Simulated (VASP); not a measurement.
Crystal: ZnCu.

```
Zn Cu
1.0
     2.90520    0.00000    0.00000
     0.00000    2.90520    0.00000
     0.00000    0.00000    2.90520
Zn Cu
1 1
Direct
  0.50000 0.50000 0.50000
  0.00000 0.00000 0.00000
```

This cell differs from its parent crystal: volume scaled by 0.96.

Base run:

| Item | Value |
| --- | --- |
| Program | VASP 6.6.1 |
| Functional | PBE |
| Potentials or basis | VASP PAW PBE potentials, release 64 (Zn, Cu) |
| Cutoff | 520 eV |
| k mesh | 9 × 9 × 9 |
| Occupations | fermi-dirac, width 0.05 eV |
| Spin | no spin polarisation |

Its results: pressure 8.8 GPa.

The run is repeated on the same cell with these changes: functional from PBE to PBEsol; further incar settings from ALGO = Normal; EDIFF = 1e-06; NBANDS = 18 to ALGO = Normal; EDIFF = 1e-07; NBANDS = 18. What comes out?

Pressure 1.4 GPa.

Caveats: the PAW data sets were made with another functional, which shifts forces and pressure a little (some runs).
